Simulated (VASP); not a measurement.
Set up this calculation in VASP 6.6.1, as the native input.

```yaml
Task: single point
Functional: PBEsol
Potentials_or_basis: VASP PAW PBE potentials, release 64 (In_d, As)
Cutoff: 520 eV
k_mesh: 8 × 8 × 8
Occupations: fermi-dirac, width 0.05 eV
Spin: no spin polarisation
Dipole_correction: no
Further_INCAR_settings: ALGO = Normal; EDIFF = 1e-06; NBANDS = 16
```

The structure of InAs lies in POSCAR:

```
InAs
1.0
    0.0000000000      2.8773040000      2.8773040000
    2.8773040000      0.0000000000      2.8773040000
    2.8773040000      2.8773040000      0.0000000000
In As
1 1
Direct
    0.5000000000      0.5000000000      0.5000000000
    0.0000000000      0.0000000000      0.0000000000
```

One way to write it, as run:

INCAR

```
SYSTEM = InAs
PREC = Accurate
ENCUT = 520
EDIFF = 1E-6
ISMEAR = -1
SIGMA = 0.05
LREAL = .False.
LASPH = .True.
NELM = 80
ALGO = Normal
ISIF = 2
LWAVE = .False.
LCHARG = .False.
GGA = PS
NBANDS = 16
```

KPOINTS

```
Automatic mesh
0
Gamma
  8 8 8
  0 0 0
```

Potentials or basis: VASP PAW PBE potentials, release 64 (In_d, As).

The run is started by

```console
$ cat potpaw_PBE.64/In_d/POTCAR potpaw_PBE.64/As/POTCAR > POTCAR
$ mpirun -np 1 vasp_std > vasp.out
```

It gave:

```json
{"Pressure": "-3.1 GPa", "Band gap on the k mesh": "zero (band 9 reaches 6.13 eV, above the bottom of band 10 at 3.54 eV)"}
```

Caveat: the PAW data sets were made with another functional, which shifts forces and pressure a little; spin-orbit coupling is left out, which moves the levels of the heavy elements.

Wall time 9.3 s on 1 thread of Intel(R) Xeon(R) 6975P-C (Granite Rapids), with other jobs on the host, peak memory 0.17 GiB.
